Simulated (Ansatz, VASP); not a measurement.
One calculation of Ta2Si2O, two programs

```xyz
5
Lattice="4.0513 0.0000 0.0000 0.0000 4.0513 0.0000 0.0000 0.0000 4.9811" Properties=species:S:1:pos:R:3 pbc="T T T"
Ta    0.0000    0.0000    2.0776
Ta    2.0256    2.0256    4.4340
Si    2.0256    0.0000    3.6365
Si    0.0000    2.0256    3.6365
O     2.0256    2.0256    1.8848
```

Alike in both runs: task single point; functional PBE; k mesh 4 × 4 × 4; occupations gaussian, width 0.1 eV; no spin polarisation.

|  | VASP | Ansatz |
| --- | --- | --- |
| version | VASP 6.6.1 | Ansatz 0.2.0 |
| potentials or method | VASP PAW PBE potentials, release 64 (Ta_pv, Si, O), cutoff 520 eV | scalar-relativistic, plane waves, PAW |
| valence electrons in the cell | 36 | 40 |

|  | VASP | Ansatz | Ansatz less VASP |
| --- | --- | --- | --- |
| gap on the k mesh at the Fermi level (eV) | none | none | - |
| pressure (GPa) | 24.0 | 23.8 | -0.21 |
| traceless stress, the component that is largest in VASP (GPa) | -27.49 | -27.41 | +0.076 |
| rms of the force components (eV/Å) | 2.791 | 2.781 | -0.0106 |

Atom by atom the forces differ by 0.012 eV/Å (rms over components). A gap of «none» marks a metal or a gap that the smearing closes. With one functional, cell and mesh, what is left measures potentials, basis and numerics. VASP's potentials hold 36 valence electrons a cell and Ansatz's 40, so a difference there can come from the potentials and not from the codes.

The k mesh is coarse, so the values compare programs but aren't converged. Neither program's run includes spin-orbit coupling.
